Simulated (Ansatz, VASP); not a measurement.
# BN: VASP beside Ansatz

INCAR

```
PREC     = Accurate       # precision mode
ENCUT    = 600            # plane-wave cutoff, eV
EDIFF    = 1E-6           # SCF threshold, eV
ISMEAR   = 0              # smearing method
SIGMA    = 0.01           # smearing width, eV
LREAL    = False          # projectors in reciprocal space
LASPH    = True           # aspherical terms in the spheres
NELM     = 120            # most SCF steps
ALGO     = Normal         # electronic algorithm
ISIF     = 2              # what is computed and relaxed
LWAVE    = False          # write WAVECAR
LCHARG   = True           # write CHGCAR
LELF     = True           # ELF
LVHAR    = True         
NBANDS   = 11             # bands
GGA_COMPAT= False
```

KPOINTS

```
regular mesh
0
Gamma
  14 14 14
```

The input POSCAR:

```
BN
1.0
    2.4350008532      0.0024130452     -0.2341819469
   -1.2083345289      2.1140382042      0.2341928691
   -1.0295321867     -0.8170129847      2.0631600572
B N
1 1
Direct
    1.0740745000      1.0329420000      0.1184025000
    0.5740745000      0.2829420000      0.8684025000
```

Input for Ansatz:

```yaml
crystal:
  lattice:
    - [2.4350008532, 0.0024130452, -0.2341819469]
    - [-1.2083345289, 2.1140382042, 0.2341928691]
    - [-1.0295321867, -0.8170129847, 2.0631600572]
  atoms:
    - { symbol: B, position: [1.0740745, 1.032942, 0.1184025] }
    - { symbol: "N", position: [0.5740745, 0.282942, 0.8684025] }
basis:
  ecutwfc: 420
kpoints:
  mp_grid: { grid: [14, 14, 14] }
hamiltonian:
  xc: lda
scf:
  occupations: { method: fixed }
  lower_state_search: light
output:
  forces: true
  eigenvalues: true
  stress: true
```

Alike in both runs: task single point; functional LDA; k mesh 14 × 14 × 14; no spin polarisation.

|  | VASP | Ansatz |
| --- | --- | --- |
| version | VASP 6.6.1 | Ansatz 0.2.0 |
| potentials or method | VASP PAW LDA potentials, release 64 (B, N), cutoff 600 eV | scalar-relativistic, plane waves, PAW |
| occupations | gaussian, width 0.01 eV | fixed |
| valence electrons in the cell | 8 | 8 |

```tsv
	VASP	Ansatz	Ansatz less VASP
gap on the k mesh at the Fermi level (eV)	4.49	4.51	+0.020
```

LDA's correlation is that of Perdew and Zunger in VASP and of Perdew and Wang (1992) in Ansatz.
